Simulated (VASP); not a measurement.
# Ta (P6_3/mmc) in VASP: settings compared, part 2 of 2

VASP 6.6.1.

## (3) Single point, PBEsol

This run uses another cell than the first one, of 18.09 Å³/atom.

INCAR

```
SYSTEM = Ta
ALGO = Normal
EDIFF = 1E-6
ENCUT = 520
GGA = PS
ISIF = 2
ISMEAR = 1
LASPH = .True.
LCHARG = .True.
LELF = .True.
LREAL = .False.
LVHAR = .True.
LWAVE = .False.
NBANDS = 18
NELM = 100
PREC = Accurate
SIGMA = 0.1
```

KPOINTS

```
k-points
0
Gamma
  12 12 6
  0 0 0
```

POSCAR

```
Ta
1.0
    2.8609617848      0.0000000000      0.0000000000
   -1.4304808924      2.4776655849      0.0000000000
    0.0000000000      0.0000000000      5.1033081575
Ta
2
Direct
    0.6666666667      0.3333333333      0.7500000000
    0.3333333333      0.6666666667      0.2500000000
```

Potentials or basis: VASP PAW PBE potentials, release 64 (Ta_pv).

Run with:

```console
> cat potpaw_PBE.64/Ta_pv/POTCAR > POTCAR
> mpirun -np 1 vasp_std > vasp.out
```

OUTCAR:

```text
SYSTEM = Ta
   EDIFF = 1E-6
   ENCUT = 520
   GGA = PS
   ISIF = 2
   ISMEAR = 1
   LASPH = .True.
   LREAL = .False.
   NELM = 100
   PREC = Accurate

 ion  position               nearest neighbor table
   1  0.667  0.333  0.750-   2 3.04   2 3.04   2 3.04   2 3.04   2 3.04   2 3.04
   2  0.333  0.667  0.250-   1 3.04   1 3.04   1 3.04   1 3.04   1 3.04   1 3.04

  LATTYP: Found a hexagonal cell.
 ALAT       =     2.8609617848
 C/A-ratio  =     1.7837736193

  Lattice vectors:

 A1 = (   2.8609617848,   0.0000000000,   0.0000000000)
 A2 = (  -1.4304808924,   2.4776655849,   0.0000000000)
 A3 = (   0.0000000000,   0.0000000000,   5.1033081575)

Analysis of symmetry for initial positions (statically):
=====================================================================
 Subroutine PRICEL returns:
 Original cell was already a primitive cell.

 Routine SETGRP: Setting up the symmetry group for a
 hexagonal supercell.

 Subroutine GETGRP returns: Found 24 space group operations
 (whereof 12 operations were pure point group operations)
 out of a pool of 24 trial point group operations.

The static configuration has the point symmetry D_3d.
 The point group associated with its full space group is D_6h.

Analysis of symmetry for dynamics (positions and initial velocities):
=====================================================================
 Subroutine PRICEL returns:
 Original cell was already a primitive cell.

 Routine SETGRP: Setting up the symmetry group for a
 hexagonal supercell.

 Subroutine GETGRP returns: Found 24 space group operations
 (whereof 12 operations were pure point group operations)
 out of a pool of 24 trial point group operations.

The dynamic configuration has the point symmetry D_3d.
 The point group associated with its full space group is D_6h.

 Subroutine INISYM returns: Found 24 space group operations
 (whereof 12 operations are pure point group operations),
 and found     1 'primitive' translations

[... 112 lines left out ...]
   IMIX   =      4    mixing-type and parameters
     AMIX     =   0.40;   BMIX     =  1.00
     AMIX_MAG =   1.60;   BMIX_MAG =  1.00
  volume/ion in A,a.u.               =      18.09       122.06
  Fermi-wavevector in a.u.,A,eV,Ry     =   1.387012  2.621073 26.174918  1.923802
  Thomas-Fermi vector in A             =   2.511273
   LORBIT       =      0    0 simple, 1 ext, 2 COOP (PROOUT), +10 PAW based schemes
   GGA     = PS    functional components
   LHFCALC =     F    Hartree Fock is set to
   AEXX    =    0.0000 exact exchange contribution
   IVDW    =     0    specifies the selected vdW correction
   LEPSILON=     F    determine dielectric tensor
   LRPA    =     F    only Hartree local field effects (RPA)
 non-spin polarized calculation
 Methfessel and Paxton  Order N= 1 SIGMA  =   0.10
  energy-cutoff  :      520.00
  volume of cell :       36.17
 maximum number of plane-waves:       990
 NGX is ok and might be reduce to    24
   NGX = 11   NGY = 11   NGZ = 19

 number of electron      22.0000000 magnetization

 Free energy of the ion-electron system (eV)
  ---------------------------------------------------
  ext. energy  EPLUGINS =         0.00000000
  ---------------------------------------------------
  free energy    TOTEN  =       -24.51877247 eV

  energy without entropy =      -24.51899563  energy(sigma->0) =      -24.51884686

 E-fermi :   5.7068     XC(G=0): -12.6941

 val. band max:        5.7022089871   @ k =   0.3333  -0.0000   0.1667
 cond. band min:       5.7150381880   @ k =   0.0000   0.0000   0.0000
 fundamental gap:      0.0128292009
 Fermi energy:         5.7067894537

 k-point     1 :       0.0000    0.0000    0.0000
  band No.  band energies     occupation
      1     -28.7843      2.00000
      2     -27.8534      2.00000
      3     -27.7242      2.00000
      4     -27.7242      2.00000
      5     -27.6316      2.00000
      6     -27.6316      2.00000
[... 481 lines left out ...]
      5     -27.9421      2.00000
      6     -27.8159      2.00000
[... 10 lines left out ...]
     17      11.4098      0.00000
     18      13.1342      0.00000

 [... further k-points ...]

------------------------ aborting loop because EDIFF is reached ----------------------------------------

  FORCE on cell =-STRESS in cart. coord.  units (eV):
  Direction    XX          YY          ZZ          XY          YZ          ZX
  --------------------------------------------------------------------------------------
  -------------------------------------------------------------------------------------
  Total        0.0444425      0.0444425      0.0143932      0.0000000      0.0000000     -0.0000000
  in kB        1.9683519      1.9683519      0.6374736      0.0000000      0.0000000     -0.0000000
  external PRESSURE =       1.5247258 kB  Pullay stress =       0.0000000 kB

 VOLUME and BASIS-vectors are now :
 -----------------------------------------------------------------------------
  energy-cutoff  :      520.00
  volume of cell :       36.17
      direct lattice vectors                 reciprocal lattice vectors
     2.860961785  0.000000000  0.000000000     0.349532806  0.201802860  0.000000000
    -1.430480892  2.477665585  0.000000000     0.000000000  0.403605719  0.000000000
     0.000000000  0.000000000  5.103308157     0.000000000  0.000000000  0.195951326

 POSITION                                       TOTAL-FORCE (eV/Angst)
 -----------------------------------------------------------------------------------
      1.43048      0.82589      3.82748         0.000000      0.000000      0.000000
     -0.00000      1.65178      1.27583        -0.000000     -0.000000      0.000000
 -----------------------------------------------------------------------------------
    total drift:                                0.000000     -0.000000      0.000000

  FREE ENERGIE OF THE ION-ELECTRON SYSTEM (eV)
  ---------------------------------------------------
  free  energy   TOTEN  =       -24.5187724738 eV

  energy  without entropy=      -24.5189956339  energy(sigma->0) =      -24.51884686
```

OSZICAR:

```text
N       E                     dE             d eps       ncg     rms          rms(c)
DAV:   1     0.167646387015E+03    0.16765E+03   -0.12824E+04  2736   0.127E+03
DAV:   2    -0.215663242400E+02   -0.18921E+03   -0.18605E+03  3412   0.356E+02
DAV:   3    -0.254698004295E+02   -0.39035E+01   -0.38504E+01  3240   0.487E+01
DAV:   4    -0.254950132925E+02   -0.25213E-01   -0.25185E-01  3112   0.414E+00
DAV:   5    -0.254951956296E+02   -0.18234E-03   -0.18233E-03  3058   0.332E-01    0.193E+01
DAV:   6    -0.247607381852E+02    0.73446E+00   -0.75442E-01  3030   0.752E+00    0.941E+00
DAV:   7    -0.245226982606E+02    0.23804E+00   -0.66180E-01  3094   0.666E+00    0.469E-01
DAV:   8    -0.245188193654E+02    0.38789E-02   -0.10355E-02  3012   0.920E-01    0.128E-01
DAV:   9    -0.245187794385E+02    0.39927E-04   -0.24073E-04  3250   0.124E-01    0.536E-02
DAV:  10    -0.245187744618E+02    0.49767E-05   -0.37656E-05  3290   0.431E-02    0.829E-03
DAV:  11    -0.245187729010E+02    0.15608E-05   -0.31406E-06  2810   0.127E-02    0.415E-03
DAV:  12    -0.245187724738E+02    0.42714E-06   -0.16848E-07  1436   0.412E-03
   1 F= -.24518772E+02 E0= -.24518847E+02  d E =0.223160E-03
```

Wall time 37 s (1 thread of AMD EPYC 7R13 (Zen 3), shared host); peak memory 0.15 GiB.

What came out:

| Property | Result |
| --- | --- |
| Free energy | -24.5188 eV |
| Pressure | 0.2 GPa |
| Band gap on the k mesh | zero (bands 11 and 12 overlap by 2.41 eV) |

Levels at points of the mesh, in eV from the Fermi level:
| k point | band 7 | band 8 | band 9 | band 10 | band 11 | band 12 | band 13 | band 14 | band 15 | band 16 |
| --- | --- | --- | --- | --- | --- | --- | --- | --- | --- | --- |
| (0.00, 0.00, 0.00) | -8.33 | -5.04 | -0.62 | 0.01 | 0.60 | 0.60 | 1.19 | 1.19 | 3.10 | 3.10 |
| (0.50, 0.00, 0.00) | -4.16 | -4.01 | -3.50 | -0.39 | -0.36 | 0.53 | 0.87 | 5.80 | 6.77 | 7.08 |
| (0.00, 0.00, 0.50) | -6.44 | -6.44 | -1.22 | -1.22 | 0.66 | 0.66 | 0.66 | 0.66 | 4.61 | 4.61 |
| (0.50, 0.00, 0.50) | -4.49 | -4.49 | -2.42 | -2.42 | 1.65 | 1.65 | 2.70 | 2.70 | 5.80 | 5.80 |

Caveat: the PAW data sets were made with another functional, which shifts forces and pressure a little; spin-orbit coupling is left out, which moves the levels of the heavy elements.

## (4) Single point, BLYP+D3(BJ)

This run uses another cell than the first one, of 17.91 Å³/atom.

INCAR

```
AGGAC = 1.0 ; AGGAX = 1.0
ALDAC = 0.0 ; ALDAX = 1.0
ALGO = Normal ; EDIFF = 1E-6
ENCUT = 520 ; GGA = B5
ISIF = 2 ; ISMEAR = 1
IVDW = 12 ; LASPH = T
LCHARG = F ; LREAL = F
LWAVE = F ; NBANDS = 18
NELM = 80 ; PREC = Accurate
SIGMA = 0.1 ; VDW_A1 = 0.4298
VDW_A2 = 4.2359 ; VDW_S6 = 1.0
VDW_S8 = 2.6996
```

KPOINTS

```
k-points
0
Gamma
  12 12 6
```

POSCAR

```
Ta
1.0
    2.8465427652      0.0000000000      0.0000000000
   -1.4232713826      2.4651783476      0.0000000000
    0.0000000000      0.0000000000      5.1047151859
Ta
2
Direct
    0.6666666667      0.3333333333      0.7500000000
    0.3333333333      0.6666666667      0.2500000000
```

Potentials or basis: VASP PAW PBE potentials, release 64 (Ta_pv).

Run with:

```console
> cat potpaw_PBE.64/Ta_pv/POTCAR > POTCAR
> mpirun -np 1 vasp_std > vasp.out
```

OUTCAR:

```text
EDIFF = 1E-6
   ENCUT = 520
   GGA = B5
   ISIF = 2
   ISMEAR = 1
   IVDW = 12
   LASPH = T
   LREAL = F
   NELM = 80
   PREC = Accurate
 IVDW          = 12

 ion  position               nearest neighbor table
   1  0.667  0.333  0.750-   2 3.04   2 3.04   2 3.04   2 3.04   2 3.04   2 3.04
   2  0.333  0.667  0.250-   1 3.04   1 3.04   1 3.04   1 3.04   1 3.04   1 3.04

  LATTYP: Found a hexagonal cell.
 ALAT       =     2.8465427652
 C/A-ratio  =     1.7933035289

  Lattice vectors:

 A1 = (   2.8465427652,   0.0000000000,   0.0000000000)
 A2 = (  -1.4232713826,   2.4651783476,   0.0000000000)
 A3 = (   0.0000000000,   0.0000000000,   5.1047151859)

Analysis of symmetry for initial positions (statically):
=====================================================================
 Subroutine PRICEL returns:
 Original cell was already a primitive cell.

 Routine SETGRP: Setting up the symmetry group for a
 hexagonal supercell.

 Subroutine GETGRP returns: Found 24 space group operations
 (whereof 12 operations were pure point group operations)
 out of a pool of 24 trial point group operations.

The static configuration has the point symmetry D_3d.
[... 161 lines left out ...]

  energy without entropy =      -19.95209676  energy(sigma->0) =      -19.95218600

 E-fermi :   6.5261     XC(G=0): -12.0061

 val. band max:        6.5194352930   @ k =   0.1667   0.0000   0.0000
 cond. band min:       6.5304712448   @ k =   0.3333   0.0000   0.0000
 fundamental gap:      0.0110359519
 Fermi energy:         6.5261280084

 k-point     1 :       0.0000    0.0000    0.0000
  band No.  band energies     occupation
      1     -27.9134      2.00000
      2     -26.9521      2.00000
      3     -26.7873      2.00000
      4     -26.7873      2.00000
      5     -26.6934      2.00000
      6     -26.6934      2.00000
[... 481 lines left out ...]
      5     -27.0253      2.00000
      6     -26.8900      2.00000
[... 10 lines left out ...]
     17      12.1454      0.00000
     18      13.9558      0.00000

 [... further k-points ...]

------------------------ aborting loop because EDIFF is reached ----------------------------------------

 Edisp (eV)   -3.29657

 E8    (eV) :    -2.6250

  FORCE on cell =-STRESS in cart. coord.  units (eV):
  Direction    XX          YY          ZZ          XY          YZ          ZX
  --------------------------------------------------------------------------------------
  -------------------------------------------------------------------------------------
  Total       0.24341     0.24341     0.26460     0.00000    -0.00000    -0.00000
  in kB      10.88702    10.88702    11.83496     0.00000    -0.00000    -0.00000
  external pressure =       11.20 kB  Pullay stress =        0.00 kB

 VOLUME and BASIS-vectors are now :
 -----------------------------------------------------------------------------
  energy-cutoff  :      520.00
  volume of cell :       35.82
      direct lattice vectors                 reciprocal lattice vectors
     2.846542765  0.000000000  0.000000000     0.351303347  0.202825082  0.000000000
    -1.423271383  2.465178348  0.000000000     0.000000000  0.405650164  0.000000000
     0.000000000  0.000000000  5.104715186     0.000000000  0.000000000  0.195897315

 POSITION                                       TOTAL-FORCE (eV/Angst)
 -----------------------------------------------------------------------------------
      1.42327      0.82173      3.82854        -0.000000      0.000000      0.000000
     -0.00000      1.64345      1.27618         0.000000     -0.000000      0.000000
 -----------------------------------------------------------------------------------
    total drift:                                0.000000     -0.000000      0.000000

  FREE ENERGIE OF THE ION-ELECTRON SYSTEM (eV)
  ---------------------------------------------------
  free  energy   TOTEN  =       -23.2487968919 eV

  energy  without entropy=      -23.2486630373  energy(sigma->0) =      -23.24875227
```

stdout:

```text
POSCAR found type information on POSCAR Ta
 POSCAR found :  1 types and       2 ions
 scaLAPACK will be used
 -----------------------------------------------------------------------------
|                                                                             |
|                                                                             |
|     You enforced a specific xc type in the INCAR file but a different       |
|     I HOPE YOU KNOW WHAT YOU ARE DOING!                                     |
|                                                                             |
 -----------------------------------------------------------------------------

 LDA part: xc-table for (Slater(with rela. corr.)+VWN5), standard interpolation
 POSCAR, INCAR and KPOINTS ok, starting setup
 FFT: planning ... GRIDC
 FFT: planning ... GRID_SOFT
 FFT: planning ... GRID
 WAVECAR not read
 entering main loop
```

Run time: 42 s. Hardware: 1 thread of AMD EPYC 7R13 (Zen 3), shared host; peak memory 0.16 GiB.

What came out:

```yaml
Free_energy: -23.2488 eV
Pressure: 1.1 GPa
Band_gap_on_the_k_mesh: zero (bands 11 and 12 overlap by 2.68 eV)
Dispersion_energy_per_atom: -1.648 eV
```

Stress tensor (GPa, compression positive):
```
1.09 0.00 0.00
0.00 1.09 0.00
0.00 0.00 1.18
```

Levels at points of the mesh, in eV from the Fermi level:
| k point | band 9 | band 10 | band 11 | band 12 | band 13 | band 14 |
| --- | --- | --- | --- | --- | --- | --- |
| (0.00, 0.00, 0.00) | -0.78 | 0.25 | 0.54 | 0.54 | 1.12 | 1.12 |
| (0.50, 0.00, 0.00) | -3.52 | -0.43 | -0.17 | 0.48 | 0.85 | 5.69 |
| (0.00, 0.00, 0.50) | -1.27 | -1.27 | 0.60 | 0.60 | 0.60 | 0.60 |
| (0.50, 0.00, 0.50) | -2.51 | -2.51 | 1.87 | 1.87 | 2.67 | 2.67 |

Caveat: the dispersion term is far too large for a dense solid, which distorts pressure and volume; the PAW data sets were made with another functional, which shifts forces and pressure a little; spin-orbit coupling is left out, which moves the levels of the heavy elements.

## (5) Relaxation of cell and atoms, PBEsol

This run uses another cell than the first one, of 18.82 Å³/atom.

INCAR

```
ALGO = Normal ; EDIFF = 1E-6
EDIFFG = -0.01 ; ENCUT = 600
GGA = PS ; IBRION = 2
ISIF = 3 ; ISMEAR = 1
LASPH = True ; LCHARG = False
LREAL = False ; LWAVE = False
NELM = 60 ; NSW = 80
PREC = Accurate ; SIGMA = 0.1
```

KPOINTS is that of step 4.

POSCAR

```
Ta
1.0
    2.9003720000      0.0000000000      0.0000000000
   -1.4501860000      2.5117960000      0.0000000000
    0.0000000000      0.0000000000      5.1662740000
Ta
2
Direct
    0.6666666667      0.3333333333      0.7500000000
    0.3333333333      0.6666666667      0.2500000000
```

Run with:

```console
> cat potpaw_PBE.64/Ta_pv/POTCAR > POTCAR
> mpirun -np 1 vasp_std > vasp.out
```

It took 2.6 min on 1 thread of AMD EPYC 7R13 (Zen 3), shared host; peak memory 0.17 GiB.

It converged, with:

```
Free energy                           : -24.5194 eV
Relaxed volume                        : 18.10 Å³/atom
Relaxed cell                          : a = 2.862 Å, b = 2.862 Å, c = 5.104 Å, α = 90.00°, β = 90.00°, γ = 120.00°
Space group after relaxing (to 0.1 Å) : P6_3/mmc (No. 194)
Energy gained by relaxing             : 16.9 meV/atom
Ionic steps                           : 7
Pressure after relaxing               : 0.0 GPa
Band gap on the k mesh                : zero (bands 11 and 12 overlap by 2.41 eV)
```

Step by step:
```
step  energy change (eV)  largest force (eV/Å)  pressure (GPa)  volume (Å³)
   1              0.0000                0.0000           -7.37        37.64
   2              0.1601                0.0000           21.62        33.11
   3             -0.0339                0.0000           -0.24        36.25
   4             -0.0339                0.0000           -0.01        36.21
   5             -0.0339                0.0000            0.15        36.18
   6             -0.0338                0.0000           -0.28        36.25
   7             -0.0339                0.0000           -0.01        36.21
```

Final structure:
```
CELL_PARAMETERS angstrom
2.86204 0.00000 0.00000
-1.43102 2.47860 0.00000
0.00000 0.00000 5.10423
ATOMIC_POSITIONS crystal
Ta 0.66667 0.33333 0.75000
Ta 0.33333 0.66667 0.25000
```

Levels at points of the mesh, in eV from the Fermi level:
```tsv
k point	band 9	band 10	band 11	band 12	band 13	band 14
(0.00, 0.00, 0.00)	-0.62	0.01	0.60	0.60	1.19	1.19
(0.50, 0.00, 0.00)	-3.50	-0.39	-0.36	0.53	0.87	5.79
(0.00, 0.00, 0.50)	-1.22	-1.22	0.66	0.66	0.66	0.66
(0.50, 0.00, 0.50)	-2.42	-2.42	1.65	1.65	2.70	2.70
```

Caveat: the PAW data sets were made with another functional, which shifts forces and pressure a little; spin-orbit coupling is left out, which moves the levels of the heavy elements.

## (6) Overview

| task | level | cell | cutoff (eV) | gap on the mesh (eV) | pressure (GPa) |
| --- | --- | --- | --- | --- | --- |
| single point | PBEsol+D3(BJ) | a = 2.831, b = 2.831, c = 5.045 Å, angles 90.0, 90.0, 120.0°, 2 atoms | 520 | none | 0.2 |
| single point | PBEsol | a = 2.861, b = 2.861, c = 5.103 Å, angles 90.0, 90.0, 120.0°, 2 atoms | 520 | none | 0.2 |
| single point | BLYP+D3(BJ) | a = 2.847, b = 2.847, c = 5.105 Å, angles 90.0, 90.0, 120.0°, 2 atoms | 520 | none | 1.1 |
| relaxation of cell and atoms | PBEsol | relaxed from a = 2.900, b = 2.900, c = 5.166 Å, angles 90.0, 90.0, 120.0°, 2 atoms | 600 | none | 0.0 |

Alike in all rows: potentials or basis VASP PAW PBE potentials, release 64 (Ta_pv); no spin polarisation; k mesh 12 × 12 × 6; smearing methfessel-paxton 0.1 eV.

Caveats: the PAW data sets were made with another functional, which shifts forces and pressure a little; spin-orbit coupling is left out, which moves the levels of the heavy elements; the dispersion term is far too large for a dense solid, which distorts pressure and volume (at least some runs).

Absolute energies hang on the potentials; compare differences alone.
